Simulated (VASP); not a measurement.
A run of VASP 6.6.1 is set up as follows.

INCAR

```
SYSTEM = CoSi2
  PREC = Accurate
  ENCUT = 520
  EDIFF = 1E-7
  ISMEAR = 0
  SIGMA = 0.1
  LREAL = .False.
  LASPH = .True.
  NELM = 100
  ALGO = Normal
  ISIF = 2
  LWAVE = .False.
  LCHARG = .True.
  GGA = PS
  LELF = .True.
  LVHAR = .True.
  NBANDS = 16
```

The input KPOINTS:

```
Automatic mesh
0
Gamma
  14 14 14
  0 0 0
```

Contents of POSCAR:

```
CoSi2
1.0
    0.0000000000      2.6020142709      2.6020142709
    2.6020142709      0.0000000000      2.6020142709
    2.6020142709      2.6020142709      0.0000000000
Co Si
1 2
Direct
    0.0000000000      0.0000000000      0.0000000000
    0.2500000000      0.2500000000      0.2500000000
    0.7500000000      0.7500000000      0.7500000000
```

Potentials or basis: VASP PAW PBE potentials, release 64 (Co, Si).

Command:

```console
$ cat potpaw_PBE.64/Co/POTCAR potpaw_PBE.64/Si/POTCAR > POTCAR
$ mpirun -np 1 vasp_std > vasp.out
```

Task: Estimate the band gap on the k mesh.

Result: Zero (an odd number of electrons rules out a gap without spin polarisation).

Task: Predict the pressure.

Result: 14.0 GPa.

Caveat: the cell stands under pressure; the PAW data sets were made with another functional, which shifts forces and pressure a little; the run has no spin polarisation, though such a crystal can be magnetic. Spin polarisation is off, so any magnetic state and its effect on volume and gap are missing.
